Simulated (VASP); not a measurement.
Crystal: Cu.

```xyz
2
Lattice="4.1589 0.0000 0.0000 -3.4449 2.3300 0.0000 0.0000 0.0000 2.4755" Properties=species:S:1:pos:R:3 pbc="T T T"
Cu   -2.4270    2.0181    0.6189
Cu    3.1410    0.3119    1.8566
```

* Program: VASP 6.6.1
* Task: relaxation of cell and atoms
* Functional: BLYP
* Dispersion: D3(BJ)
* Potentials or basis: VASP PAW PBE potentials, release 64 (Cu)
* Cutoff: 600 eV
* k mesh: 14 × 14 × 13
* Occupations: fermi-dirac, width 0.05 eV
* Spin: no spin polarisation

At the start: pressure -2.9 GPa; volume 11.99 Å³/atom.

Where does the relaxation end?

Over 16 steps the energy falls by 2.6 meV/atom and the volume is 11.75 Å³/atom (-2.0 %); space group Cmcm (No. 63, to 0.1 Å) before and after.

The path:
```
step  energy change (eV)  largest force (eV/Å)  pressure (GPa)  volume (Å³)
   1              0.0000                0.1034           -2.86        23.99
   2             -0.0037                0.0386            1.67        23.25
   3             -0.0050                0.0633            0.10        23.49
   4             -0.0050                0.0613            0.15        23.48
   5             -0.0053                0.0071            0.05        23.50
   6             -0.0053                0.0032            0.01        23.50
   7             -0.0053                0.0062           -0.18        23.50
   8             -0.0052                0.0066            0.41        23.46
   9             -0.0053                0.0051            0.00        23.49
  10             -0.0053                0.0057            0.12        23.49
  11             -0.0053                0.0048           -0.49        23.49
  12             -0.0053                0.0055            0.54        23.49
  13             -0.0053                0.0036           -0.16        23.49
  14             -0.0053                0.0052            0.22        23.49
  15             -0.0053                0.0016           -0.21        23.53
  16             -0.0053                0.0041           -0.01        23.51
```

Final structure:
```
Cu
1.0
     4.12032    0.00282    0.00000
    -3.41139    2.31073    0.00000
     0.00000    0.00000    2.46653
Cu
2
Direct
  0.13299 0.86701 0.25000
  0.86701 0.13299 0.75000
```

Caveat: the dispersion term is far too large for a dense solid, which distorts pressure and volume; the PAW data sets were made with another functional, which shifts forces and pressure a little.
